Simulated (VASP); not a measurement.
# Te2Mo in VASP: relaxation of cell and atoms with PBE+D3(BJ)

Aim: the relaxation of cell and atoms of Te2Mo with PBE+D3(BJ).

All numbers are computed with VASP 6.6.1; they aren't measurements. Logs are shortened: lines on timing, memory, paths and dates and some standing lists are left out, and cuts for length are marked.

### Step 1. The cell of the first run

The typed cell holds 12 atoms: a = 3.497 Å, b = 3.497 Å, c = 27.411 Å, α = 90.00°, β = 90.00°, γ = 120.00°.

### Step 2. Relaxation of cell and atoms, PBE+D3(BJ)

The input, INCAR:

```
ALGO = Normal
EDIFF = 1E-6
EDIFFG = -0.005
ENCUT = 600
GGA = PE
IBRION = 2
ISIF = 3
ISMEAR = 0
IVDW = 12
LASPH = T
LCHARG = F
LREAL = F
LWAVE = F
NELM = 100
NSW = 100
PREC = Accurate
SIGMA = 0.02
```

The input, KPOINTS:

```
k-points
0
Gamma
  9 9 1
```

The input, POSCAR:

```
Te2Mo
1.0
    3.4966641525      0.0000000000      0.0000000000
   -1.7483320762      3.0281999846      0.0000000000
    0.0000000000      0.0000000000     27.4108141045
Te Mo
8 4
Direct
    0.3333333333      0.6666666667      0.8086956545
    0.3333333333      0.6666666667      0.3087082930
    0.6666666667      0.3333333333      0.5587037323
    0.6666666667      0.3333333333      0.0587160726
    0.6666666667      0.3333333333      0.6912917070
    0.6666666667      0.3333333333      0.1913043455
    0.3333333333      0.6666666667      0.9412839274
    0.3333333333      0.6666666667      0.4412962677
    0.3333333333      0.6666666667      0.6249977625
    0.3333333333      0.6666666667      0.1250103302
    0.6666666667      0.3333333333      0.8749896698
    0.6666666667      0.3333333333      0.3750022375
```

Potentials or basis: VASP PAW PBE potentials, release 64 (Te, Mo_sv).

Command:

```sh
> cat potpaw_PBE.64/Te/POTCAR potpaw_PBE.64/Mo_sv/POTCAR > POTCAR
> mpirun -np 1 vasp_std > vasp.out
```

OUTCAR:

```text
EDIFF = 1E-6
   EDIFFG = -0.005
   ENCUT = 600
   GGA = PE
   IBRION = 2
   ISIF = 3
   ISMEAR = 0
   IVDW = 12
   LASPH = T
   LREAL = F
   NELM = 100
   NSW = 100
   PREC = Accurate
 IVDW          = 12

 ion  position               nearest neighbor table
   1  0.333  0.667  0.809-  11 2.72  11 2.72  11 2.72   7 3.63
   2  0.333  0.667  0.309-  12 2.72  12 2.72  12 2.72   8 3.63
   3  0.667  0.333  0.559-   9 2.72   9 2.72   9 2.72   5 3.63
   4  0.667  0.333  0.059-  10 2.72  10 2.72  10 2.72   6 3.63
   5  0.667  0.333  0.691-   9 2.72   9 2.72   9 2.72   3 3.63
   6  0.667  0.333  0.191-  10 2.72  10 2.72  10 2.72   4 3.63
   7  0.333  0.667  0.941-  11 2.72  11 2.72  11 2.72   1 3.63
   8  0.333  0.667  0.441-  12 2.72  12 2.72  12 2.72   2 3.63
   9  0.333  0.667  0.625-   5 2.72   5 2.72   5 2.72   3 2.72   3 2.72   3 2.72
  10  0.333  0.667  0.125-   6 2.72   6 2.72   6 2.72   4 2.72   4 2.72   4 2.72
  11  0.667  0.333  0.875-   1 2.72   1 2.72   1 2.72   7 2.72   7 2.72   7 2.72
  12  0.667  0.333  0.375-   2 2.72   2 2.72   2 2.72   8 2.72   8 2.72   8 2.72

  LATTYP: Found a hexagonal cell.
 ALAT       =     3.4966641525
 C/A-ratio  =     7.8391326444

  Lattice vectors:

 A1 = (   3.4966641525,   0.0000000000,   0.0000000000)
 A2 = (  -1.7483320762,   3.0281999846,   0.0000000000)
 A3 = (   0.0000000000,   0.0000000000,  27.4108141045)

Analysis of symmetry for initial positions (statically):
=====================================================================
 Subroutine PRICEL returns:
 Original cell was already a primitive cell.

 Routine SETGRP: Setting up the symmetry group for a
 hexagonal supercell.

 Subroutine GETGRP returns: Found 12 space group operations
 (whereof 12 operations were pure point group operations)
 out of a pool of 24 trial point group operations.

The static configuration has the point symmetry D_3d.

Analysis of symmetry for dynamics (positions and initial velocities):
=====================================================================
 Subroutine PRICEL returns:
 Original cell was already a primitive cell.

 Routine SETGRP: Setting up the symmetry group for a
 hexagonal supercell.

 Subroutine GETGRP returns: Found 12 space group operations
 (whereof 12 operations were pure point group operations)
 out of a pool of 24 trial point group operations.

The dynamic configuration has the point symmetry D_3d.

 Subroutine INISYM returns: Found 12 space group operations
 (whereof 12 operations are pure point group operations),
 and found     1 'primitive' translations

----------------------------------------------------------------------------------------

                                     Primitive cell

  volume of cell :     290.2421

  direct lattice vectors                    reciprocal lattice vectors
     3.496664153  0.000000000  0.000000000     0.285986860  0.165114590  0.000000000
    -1.748332076  3.028199985  0.000000000     0.000000000  0.330229181  0.000000000
     0.000000000  0.000000000 27.410814105     0.000000000  0.000000000  0.036481952

  length of vectors
     3.496664153  3.496664153 27.410814105     0.330229181  0.330229181  0.036481952

  position of ions in fractional coordinates (direct lattice)
     0.333333333  0.666666667  0.808695654
     0.333333333  0.666666667  0.308708293
     0.666666667  0.333333333  0.558703732
     0.666666667  0.333333333  0.058716073
     0.666666667  0.333333333  0.691291707
     0.666666667  0.333333333  0.191304346
     0.333333333  0.666666667  0.941283927
     0.333333333  0.666666667  0.441296268
     0.333333333  0.666666667  0.624997763
     0.333333333  0.666666667  0.125010330
     0.666666667  0.333333333  0.874989670
     0.666666667  0.333333333  0.375002237

  ion indices of the primitive-cell ions
   primitive index   ion index
                 1           1
                 2           2
                 3           3
                 4           4
                 5           5
                 6           6
                 7           7
                 8           8
                 9           9
                10          10
                11          11
                12          12

----------------------------------------------------------------------------------------

 KPOINTS: k-points

Automatic generation of k-mesh.
 Grid dimensions read from file:
 generate k-points for:    9    9    1

 Generating k-lattice:

  Cartesian coordinates                     Fractional coordinates (reciprocal lattice)
     0.031776318  0.018346066  0.000000000     0.111111111  0.000000000  0.000000000
     0.000000000  0.036692131  0.000000000     0.000000000  0.111111111  0.000000000
     0.000000000  0.000000000  0.036481952     0.000000000  0.000000000  1.000000000

  Length of vectors
     0.036692131  0.036692131  0.036481952

  Shift w.r.t. Gamma in fractional coordinates (k-lattice)
     0.000000000  0.000000000  0.000000000

 Subroutine IBZKPT returns following result:
 ===========================================

 Found     12 irreducible k-points:

 Following reciprocal coordinates:
            Coordinates               Weight
  0.000000  0.000000  0.000000      1.000000
  0.111111  0.000000  0.000000      6.000000
  0.222222  0.000000  0.000000      6.000000
  0.333333  0.000000  0.000000      6.000000
  0.444444  0.000000  0.000000      6.000000
  0.111111  0.111111  0.000000      6.000000
  0.222222  0.111111  0.000000     12.000000
  0.333333  0.111111  0.000000     12.000000
  0.444444  0.111111  0.000000      6.000000
  0.222222  0.222222  0.000000      6.000000
  0.333333  0.222222  0.000000     12.000000
  0.333333  0.333333  0.000000      2.000000
   k-points           NKPTS =     12   k-points in BZ     NKDIM =     12   number of bands    NBANDS=     62
   number of dos      NEDOS =    301   number of ions     NIONS =     12
   total plane-waves  NPLWV = 175616
   dimension x,y,z NGX =    28 NGY =   28 NGZ =  224
   dimension x,y,z NGXF=    56 NGYF=   56 NGZF=  448
   ions per type =               8   4
   NGX,Y,Z   is equivalent  to a cutoff of  13.31, 13.31, 13.59 a.u.
   NGXF,Y,Z  is equivalent  to a cutoff of  26.62, 26.62, 27.17 a.u.
 SYSTEM =  unknown system
   PREC   = accura    normal or accurate (medium, high low for compatibility)
   ISTART =      0    job   : 0-new  1-cont  2-samecut
   ICHARG =      2    charge: 1-file 2-atom 10-const
   ISPIN  =      1    spin polarized calculation?
   LNONCOLLINEAR =      F non collinear calculations
   LSORBIT =      F    spin-orbit coupling
   LASPH  =      T    aspherical Exc in radial PAW
   ENCUT  =  600.0 eV  44.10 Ry    6.64 a.u.   6.98  6.98 54.75*2*pi/ulx,y,z
   NELM   =    100;   NELMIN=  2; NELMDL= -5     # of ELM steps
   EDIFF  = 0.1E-05   stopping-criterion for ELM
   LREAL  =      F    real-space projection
   EDIFFG = -.5E-02   stopping-criterion for IOM
   NSW    =    100    number of steps for IOM
   IBRION =      2    ionic relax: 0-MD 1-quasi-New 2-CG
   NFREE  =      1    steps in history (QN), initial steepest desc. (CG)
   ISIF   =      3    stress and relaxation
   ISYM   =      2    0-nonsym 1-usesym 2-fastsym
   POTIM  = 0.5000    time-step for ionic-motion
   TEBEG  =    0.0;   TEEND  =   0.0 temperature during run
   PSTRESS=    0.0 pullay stress
   NELECT =     104.0000    total number of electrons
   NUPDOWN=      -1.0000    fix difference up-down
   EMIN   =  10.00;   EMAX   =-10.00  energy-range for DOS
   EFERMI =   0.00;   METHOD = LEGACY
   ISMEAR =     0;   SIGMA  =   0.02  broadening in eV -4-tet -1-fermi 0-gaus
   EFERMI_NEDOS =   21; number of points for ismear=-14 and -15
   IALGO  =     38    algorithm
   IMIX   =      4    mixing-type and parameters
     AMIX     =   0.40;   BMIX     =  1.00
     AMIX_MAG =   1.60;   BMIX_MAG =  1.00
  volume/ion in A,a.u.               =      24.19       163.22
  Fermi-wavevector in a.u.,A,eV,Ry     =   1.162784  2.197344 18.395991  1.352067
  Thomas-Fermi vector in A             =   2.299341
   LORBIT       =      0    0 simple, 1 ext, 2 COOP (PROOUT), +10 PAW based schemes
   GGA     = PE    functional components
   LHFCALC =     F    Hartree Fock is set to
   AEXX    =    0.0000 exact exchange contribution
   IVDW    =    12    specifies the selected vdW correction
   LEPSILON=     F    determine dielectric tensor
   LRPA    =     F    only Hartree local field effects (RPA)
 conjugate gradient relaxation of ions
 non-spin polarized calculation
 Gauss-broadening in eV      SIGMA  =   0.02
  energy-cutoff  :      600.00
  volume of cell :      290.24
 maximum number of plane-waves:      9729
 NGX is ok and might be reduce to    28
   NGX = 13   NGY = 13   NGZ =109

--------------------------------------- Ionic step        1  -------------------------------------------

 number of electron     103.9999996 magnetization

 Free energy of the ion-electron system (eV)
  ---------------------------------------------------
  ext. energy  EPLUGINS =         0.00000000
  ---------------------------------------------------
  free energy    TOTEN  =       -71.81675464 eV

  energy without entropy =      -71.81675464  energy(sigma->0) =      -71.81675464

------------------------ aborting loop because EDIFF is reached ----------------------------------------

 Edisp (eV)   -6.64453

 E8    (eV) :    -3.0616

  FORCE on cell =-STRESS in cart. coord.  units (eV):
  Direction    XX          YY          ZZ          XY          YZ          ZX
  --------------------------------------------------------------------------------------
  -------------------------------------------------------------------------------------
  Total      -0.10755    -0.10755     0.00599    -0.00000     0.00000    -0.00000
  in kB      -0.59367    -0.59367     0.03305    -0.00000     0.00000    -0.00000
  external pressure =       -0.38 kB  Pullay stress =        0.00 kB

 VOLUME and BASIS-vectors are now :
 -----------------------------------------------------------------------------
  energy-cutoff  :      600.00
  volume of cell :      290.24
      direct lattice vectors                 reciprocal lattice vectors
     3.496664153  0.000000000  0.000000000     0.285986860  0.165114590  0.000000000
    -1.748332076  3.028199985  0.000000000     0.000000000  0.330229181  0.000000000
     0.000000000  0.000000000 27.410814105     0.000000000  0.000000000  0.036481952
[... 354 lines left out ...]
     -0.00000      2.01790      8.45372        -0.000000     -0.000000      0.001455
      1.74756      1.00895     15.30175        -0.000000     -0.000000      0.001462
      1.74756      1.00895      1.60570        -0.000000     -0.000000      0.001382
      1.74756      1.00895     18.93895        -0.000000      0.000000     -0.001455
      1.74756      1.00895      5.24294        -0.000000      0.000000     -0.001671
     -0.00000      2.01790     25.78697        -0.000000      0.000000     -0.001382
     -0.00000      2.01790     12.09092        -0.000000      0.000000     -0.001462
     -0.00000      2.01790     17.12035        -0.000000      0.000000     -0.000039
     -0.00000      2.01790      3.42432        -0.000000      0.000000     -0.000137
      1.74756      1.00895     23.96835         0.000000     -0.000000      0.000137
      1.74756      1.00895     10.27232         0.000000     -0.000000      0.000039
 -----------------------------------------------------------------------------------
    total drift:                                0.000000     -0.000000     -0.000000

  FREE ENERGIE OF THE ION-ELECTRON SYSTEM (eV)
  ---------------------------------------------------
  free  energy   TOTEN  =       -78.4614708075 eV

  energy  without entropy=      -78.4614708075  energy(sigma->0) =      -78.46147081

--------------------------------------- Ionic step        9  -------------------------------------------

 number of electron     103.9999996 magnetization

 Free energy of the ion-electron system (eV)
  ---------------------------------------------------
  ext. energy  EPLUGINS =         0.00000000
  ---------------------------------------------------
  free energy    TOTEN  =       -71.80323007 eV

  energy without entropy =      -71.80323007  energy(sigma->0) =      -71.80323007

 E-fermi :   8.8789     XC(G=0): -10.6510

 val. band max:        8.6560740117   @ k =   0.0000   0.0000   0.0000
 cond. band min:       9.3170586885   @ k =   0.2222   0.2222   0.0000
 fundamental gap:      0.6609846768
 Fermi energy:         8.8789173425

 k-point     1 :       0.0000    0.0000    0.0000
  band No.  band energies     occupation
      1     -52.2004      2.00000
      2     -52.2004      2.00000
      3     -52.2004      2.00000
      4     -52.2004      2.00000
      5     -26.3782      2.00000
      6     -26.3782      2.00000
[... 795 lines left out ...]
 POSITION                                       TOTAL-FORCE (eV/Angst)
 -----------------------------------------------------------------------------------
     -0.00000      2.01817     22.13140         0.000000     -0.000000      0.002786
     -0.00000      2.01817      8.44602         0.000000     -0.000000      0.002533
      1.74778      1.00908     15.28872         0.000000     -0.000000      0.002584
      1.74778      1.00908      1.60330         0.000000     -0.000000      0.002513
      1.74778      1.00908     18.92533         0.000000      0.000000     -0.002533
      1.74778      1.00908      5.23995         0.000000      0.000000     -0.002786
     -0.00000      2.01817     25.76805         0.000000      0.000000     -0.002513
     -0.00000      2.01817     12.08263         0.000000      0.000000     -0.002584
     -0.00000      2.01817     17.10703        -0.000000      0.000000     -0.000062
     -0.00000      2.01817      3.42163        -0.000000      0.000000     -0.000123
      1.74778      1.00908     23.94972         0.000000     -0.000000      0.000123
      1.74778      1.00908     10.26433         0.000000     -0.000000      0.000062
 -----------------------------------------------------------------------------------
    total drift:                                0.000000      0.000000      0.000000

  FREE ENERGIE OF THE ION-ELECTRON SYSTEM (eV)
  ---------------------------------------------------
  free  energy   TOTEN  =       -78.4614592352 eV

  energy  without entropy=      -78.4614592352  energy(sigma->0) =      -78.46145924

 reached required accuracy - stopping structural energy minimisation
```

Wall time 18 min (1 thread of Intel Xeon Platinum 8488C (Sapphire Rapids), shared host); peak memory 0.58 GiB.

What came out:

* Free energy: -78.4615 eV
* Relaxed volume: 24.14 Å³/atom
* Relaxed cell: a = 3.496 Å, b = 3.496 Å, c = 27.371 Å, α = 90.00°, β = 90.00°, γ = 120.00°
* Space group after relaxing (to 0.05 Å): P6_3/mmc (No. 194)
* Energy gained by relaxing: 0.0 meV/atom
* Ionic steps: 9
* Pressure after relaxing: 0.0 GPa
* Band gap on the k mesh: 0.66 eV
* Dispersion energy per atom: -0.555 eV

Forces on the atoms (eV/Å):
```
Te   0.000  0.000  0.003
Te   0.000  0.000  0.003
Te   0.000  0.000  0.003
Te   0.000  0.000  0.003
Te   0.000  0.000 -0.003
Te   0.000  0.000 -0.003
Te   0.000  0.000 -0.003
Te   0.000  0.000 -0.003
Mo   0.000  0.000  0.000
Mo   0.000  0.000  0.000
Mo   0.000  0.000  0.000
Mo   0.000  0.000  0.000
```

Step by step:
```tsv
step	energy change (eV)	largest force (eV/Å)	pressure (GPa)	volume (Å³)
1	0.0000	0.0150	-0.04	290.24
2	-0.0001	0.0116	0.00	290.00
3	-0.0001	0.0100	0.02	289.89
4	-0.0001	0.0042	-0.04	289.94
5	-0.0001	0.0012	-0.01	289.92
6	-0.0001	0.0003	-0.03	289.93
7	-0.0002	0.0013	-0.02	289.87
8	-0.0002	0.0017	-0.02	289.79
9	-0.0002	0.0028	-0.01	289.64
```

Final structure:
```
CELL_PARAMETERS angstrom
3.49557 0.00000 0.00000
-1.74778 3.02725 0.00000
0.00000 0.00000 27.37135
ATOMIC_POSITIONS crystal
Te 0.33333 0.66667 0.80856
Te 0.33333 0.66667 0.30857
Te 0.66667 0.33333 0.55857
Te 0.66667 0.33333 0.05858
Te 0.66667 0.33333 0.69143
Te 0.66667 0.33333 0.19144
Te 0.33333 0.66667 0.94142
Te 0.33333 0.66667 0.44143
Mo 0.33333 0.66667 0.62500
Mo 0.33333 0.66667 0.12501
Mo 0.66667 0.33333 0.87499
Mo 0.66667 0.33333 0.37500
```

Caveat: spin-orbit coupling is left out, which moves the levels of the heavy elements.
